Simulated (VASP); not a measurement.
# C (P1) in VASP: single point with LDA

Aim: the single point of C with LDA.

Everything below comes from runs of VASP 6.6.1. Logs are shortened: lines on timing, memory, paths and dates and some standing lists are left out, and cuts for length are marked.

## Step 1: The cell of the first run

The typed cell holds 8 atoms: a = 4.107 Å, b = 4.198 Å, c = 4.174 Å, α = 108.17°, β = 108.43°, γ = 114.62°.

## Step 2: Single point, LDA (atoms moved at random and the cell strained at random)

INCAR reads:

```
PREC = Accurate ; ENCUT = 600
EDIFF = 1E-6 ; ISMEAR = 0
SIGMA = 0.05 ; LREAL = False
LASPH = True ; NELM = 120
ALGO = Normal ; ISIF = 2
LWAVE = False ; LCHARG = True
LELF = True ; LVHAR = True
NBANDS = 26 ; GGA_COMPAT = False
```

KPOINTS reads:

```
Automatic mesh
0
Gamma
  8 8 8
```

POSCAR reads:

```
C
1.0
   -2.5125867036      2.3890794383      2.2017578081
    2.4645126046     -2.5179096428      2.2825139135
    2.4462365403      2.4515594794     -2.3305880125
C
8
Direct
    0.1340566075      0.0390302349      0.0294190027
    0.5916790799      0.6154912959      0.5680052694
   -0.0211737142      0.4842816218      0.0488268612
   -0.0409602719     -0.1578894853      0.2182499312
    0.2042988592      0.7833373502      0.0098090219
    0.2693592020      0.3357646029      0.3738616949
    0.7344932100     -0.0893110849      0.0137465129
    0.1282470273     -0.0107045355      0.7380817058
```

Potentials or basis: VASP PAW LDA potentials, release 64 (C).

Command:

```bash
$ cat potpaw_LDA.64/C/POTCAR > POTCAR
$ mpirun -np 1 vasp_std > vasp.out
```

OUTCAR:

```text
PREC = Accurate
   ENCUT = 600
   EDIFF = 1E-6
   ISMEAR = 0
   LREAL = False
   LASPH = True
   NELM = 120
   ISIF = 2

 ion  position               nearest neighbor table
   1  0.134  0.039  0.029-   8 1.16   5 1.21   6 1.31   4 1.45   7 1.47   2 1.92
   2  0.592  0.615  0.568-   6 1.11   7 1.62   8 1.80   1 1.92
   3  0.979  0.484  0.049-   5 1.31   4 1.50   6 1.94
   4  0.959  0.842  0.218-   7 1.24   1 1.45   3 1.50   5 1.57   6 1.67   8 1.85
   5  0.204  0.783  0.010-   1 1.21   3 1.31   4 1.57   8 1.66   7 2.01
   6  0.269  0.336  0.374-   2 1.11   1 1.31   4 1.67   7 1.80   3 1.94
   7  0.734  0.911  0.014-   4 1.24   1 1.47   2 1.62   6 1.80   5 2.01
   8  0.128  0.989  0.738-   1 1.16   5 1.66   2 1.80   4 1.85

  LATTYP: Found a triclinic cell.
 ALAT       =    11.8942828373
 B/A-ratio  =     0.3771878963
 C/A-ratio  =     0.4129238149
 COS(alpha) =     0.0201097477
 COS(beta)  =     0.2199400677
 COS(gamma) =     0.9583481137

  Lattice vectors:

 A1 = (  -2.5423847383,  -2.7092198884,  11.2991314557)
 A2 = (  -0.0480740990,  -0.1288302045,   4.4842717216)
 A3 = (  -4.9107491449,   0.0663501634,   0.0480740990)

Analysis of symmetry for initial positions (statically):
=====================================================================
 Subroutine PRICEL returns:
 Original cell was already a primitive cell.

 Routine SETGRP: Setting up the symmetry group for a
 triclinic supercell.

 Subroutine GETGRP returns: Found  1 space group operations
 (whereof  1 operations were pure point group operations)
 out of a pool of  2 trial point group operations.

The static configuration has the point symmetry C_1 .

Analysis of symmetry for dynamics (positions and initial velocities):
=====================================================================
 Subroutine PRICEL returns:
 Original cell was already a primitive cell.

 Routine SETGRP: Setting up the symmetry group for a
 triclinic supercell.

 Subroutine GETGRP returns: Found  1 space group operations
 (whereof  1 operations were pure point group operations)
 out of a pool of  2 trial point group operations.

The dynamic configuration has the point symmetry C_1 .

 Subroutine INISYM returns: Found  1 space group operations
 (whereof  1 operations are pure point group operations),
 and found     1 'primitive' translations

----------------------------------------------------------------------------------------

                                     Primitive cell

  volume of cell :      53.2416

[... 107 lines left out ...]
   ISYM   =      2    0-nonsym 1-usesym 2-fastsym
   POTIM  = 0.5000    time-step for ionic-motion
   TEBEG  =    0.0;   TEEND  =   0.0 temperature during run
   PSTRESS=    0.0 pullay stress
   NELECT =      32.0000    total number of electrons
   NUPDOWN=      -1.0000    fix difference up-down
   EMIN   =  10.00;   EMAX   =-10.00  energy-range for DOS
   EFERMI =   0.00;   METHOD = LEGACY
   ISMEAR =     0;   SIGMA  =   0.05  broadening in eV -4-tet -1-fermi 0-gaus
   EFERMI_NEDOS =   21; number of points for ismear=-14 and -15
   IALGO  =     38    algorithm
   IMIX   =      4    mixing-type and parameters
     AMIX     =   0.40;   BMIX     =  1.00
     AMIX_MAG =   1.60;   BMIX_MAG =  1.00
  volume/ion in A,a.u.               =       6.66        44.91
  Fermi-wavevector in a.u.,A,eV,Ry     =   1.381575  2.610799 25.970128  1.908751
  Thomas-Fermi vector in A             =   2.506347
   LORBIT       =      0    0 simple, 1 ext, 2 COOP (PROOUT), +10 PAW based schemes
   GGA     = CA    functional components
   LHFCALC =     F    Hartree Fock is set to
   AEXX    =    0.0000 exact exchange contribution
   IVDW    =     0    specifies the selected vdW correction
   LEPSILON=     F    determine dielectric tensor
   LRPA    =     F    only Hartree local field effects (RPA)
 non-spin polarized calculation
 Gauss-broadening in eV      SIGMA  =   0.05
  energy-cutoff  :      600.00
  volume of cell :       53.24
 maximum number of plane-waves:      1798
 NGX is ok and might be reduce to    36
   NGX = 17   NGY = 17   NGZ = 17

 number of electron      32.0000000 magnetization

 Free energy of the ion-electron system (eV)
  ---------------------------------------------------
  ext. energy  EPLUGINS =         0.00000000
  ---------------------------------------------------
  free energy    TOTEN  =       -48.37677890 eV

  energy without entropy =      -48.37414116  energy(sigma->0) =      -48.37546003

 E-fermi :   7.6448     XC(G=0): -12.2470

 val. band max:        7.6445004115   @ k =   0.5000   0.5000   0.1250
 cond. band min:       7.6491086993   @ k =   0.2500   0.5000   0.3750
 fundamental gap:      0.0046082878
 Fermi energy:         7.6448031243

 k-point     1 :       0.0000    0.0000    0.0000
  band No.  band energies     occupation
      1     -18.3930      2.00000
      2     -11.2087      2.00000
      3      -9.7874      2.00000
      4      -8.4709      2.00000
      5      -7.2761      2.00000
      6      -5.0079      2.00000
[... 685 lines left out ...]
     25      17.5469      0.00000
     26      18.8279      0.00000

 [... further k-points ...]

------------------------ aborting loop because EDIFF is reached ----------------------------------------

  FORCE on cell =-STRESS in cart. coord.  units (eV):
  Direction    XX          YY          ZZ          XY          YZ          ZX
  --------------------------------------------------------------------------------------
  -------------------------------------------------------------------------------------
  Total       43.4782698     48.3958227     42.5851131      6.4225445      1.0469009      5.6515061
  in kB     1308.3747150   1456.3567281   1281.4972974    193.2711425     31.5039815    170.0685803
  external PRESSURE =    1348.7429135 kB  Pullay stress =       0.0000000 kB

 VOLUME and BASIS-vectors are now :
 -----------------------------------------------------------------------------
  energy-cutoff  :      600.00
  volume of cell :       53.24
      direct lattice vectors                 reciprocal lattice vectors
    -2.512586704  2.389079438  2.201757808     0.005118022  0.212753618  0.229168793
     2.464512605 -2.517909643  2.282513913     0.205961323  0.008823636  0.225463179
     2.446236540  2.451559479 -2.330588012     0.206547972  0.209634654  0.008236986

 POSITION                                       TOTAL-FORCE (eV/Angst)
 -----------------------------------------------------------------------------------
     -0.16867      0.29412      0.31568        18.952283      1.647749      2.903180
      1.41972      1.25632      1.38382        11.410957      9.957455     16.906235
     -1.14643      1.23882      3.14672         1.855969     -0.384152     -3.854326
      0.19961      0.70592      3.52505         0.212498     12.895372     -9.546947
      1.44122     -1.46024      2.21493       -14.234149     10.026976      2.067735
      1.06526      0.71464      0.48813        -2.092134     -8.803211    -10.412172
      0.43255     -0.50457      3.66380         1.436099    -12.728444     -3.479821
      3.92142     -0.37511      0.82029       -17.541524    -12.611744      5.416115
 -----------------------------------------------------------------------------------
    total drift:                               -0.001476     -0.001181      0.003274

  FREE ENERGIE OF THE ION-ELECTRON SYSTEM (eV)
  ---------------------------------------------------
  free  energy   TOTEN  =       -48.3767788971 eV

  energy  without entropy=      -48.3741411606  energy(sigma->0) =      -48.37546003
```

stdout:

```text
POSCAR found type information on POSCAR C
 POSCAR found :  1 types and       8 ions
 scaLAPACK will be used
 LDA part: xc-table for (Slater(with rela. corr.)+CA(PZ))
 , standard interpolation
 POSCAR, INCAR and KPOINTS ok, starting setup
 FFT: planning ... GRIDC
 FFT: planning ... GRID_SOFT
 FFT: planning ... GRID
 WAVECAR not read
 entering main loop
```

Run time: 13 min. Hardware: 1 thread of Oxide Virtual Turin-like, shared host; peak memory 0.34 GiB.

What came out:

- Free energy: -48.3768 eV
- Pressure: 134.9 GPa
- Largest force: 22.698 eV/Å
- Band gap on the k mesh: zero (bands 16 and 17 overlap by 1.36 eV)

Forces on the atoms (eV/Å):
```
C    18.952   1.648   2.903
C    11.411   9.957  16.906
C     1.856  -0.384  -3.854
C     0.212  12.895  -9.547
C   -14.234  10.027   2.068
C    -2.092  -8.803 -10.412
C     1.436 -12.728  -3.480
C   -17.542 -12.612   5.416
```

Caveat: the cell differs from its parent crystal (atoms moved at random and the cell strained at random); the stress differs along the axes, from 128 to 146 GPa; forces of over 1 eV/Å act on the atoms, so gaps and moduli don't describe the material at rest.
